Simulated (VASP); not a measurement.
ScBF6: single point with PBE

The system is ScBF6.

```xyz
8
Lattice="4.6045 0.0000 0.0000 0.0000 4.6045 0.0000 0.0000 0.0000 4.6045" Properties=species:S:1:pos:R:3 pbc="T T T"
Sc    2.3022    2.3022    2.3022
B     0.0000    0.0000    0.0000
F     1.7449    0.0000    0.0000
F     2.8596    0.0000    0.0000
F     0.0000    1.7449    0.0000
F     0.0000    2.8596    0.0000
F     0.0000    0.0000    1.7449
F     0.0000    0.0000    2.8596
```

The cell was built from a structure type or drawn by symmetry, and may not be a known phase.

```
Program             : VASP 6.6.1
Task                : single point
Functional          : PBE
Potentials or basis : VASP PAW PBE potentials, release 64 (Sc_sv, B, F)
Cutoff              : 520 eV
k mesh              : 4 × 4 × 4
Occupations         : gaussian, width 0.1 eV
Spin                : no spin polarisation
```

- Pressure: 102.4 GPa
- Largest force: 40.405 eV/Å
- Band gap on the k mesh: zero (bands 28 and 29 overlap by 0.66 eV)

Forces on the atoms (eV/Å):
```
Sc    0.000   0.000   0.000
B     0.000   0.000   0.000
F   -40.405   0.000   0.000
F    40.405   0.000   0.000
F     0.000 -40.405   0.000
F     0.000  40.405   0.000
F     0.000   0.000 -40.405
F     0.000   0.000  40.405
```

Levels at points of the mesh, in eV from the Fermi level:
```
           k point  band 23  band 24  band 25  band 26  band 27  band 28  band 29  band 30  band 31  band 32
(0.00, 0.00, 0.00)    -5.20    -5.20    -5.20    -2.51    -0.43    -0.43    -0.34    -0.34    -0.34     0.67
(0.50, 0.00, 0.00)    -6.14    -6.14    -5.19    -1.48    -1.34    -0.17    -0.02    -0.02     0.59     0.62
(0.50, 0.50, 0.00)    -6.14    -6.14    -5.84    -3.18    -0.40     0.19     0.25     0.67     0.67     0.82
(0.50, 0.50, 0.50)    -5.86    -5.86    -5.86    -4.78     0.33     0.33     0.33     0.66     0.79     0.79
```

Run time: 28 s on 1 thread of Intel(R) Xeon(R) 6975P-C (Granite Rapids), on a shared host, peak memory 0.21 GiB.

Caveat: the standard files for N, O and F lose accuracy on very short bonds; the cell stands under pressure; forces of over 1 eV/Å act on the atoms, so gaps and moduli don't describe the material at rest.
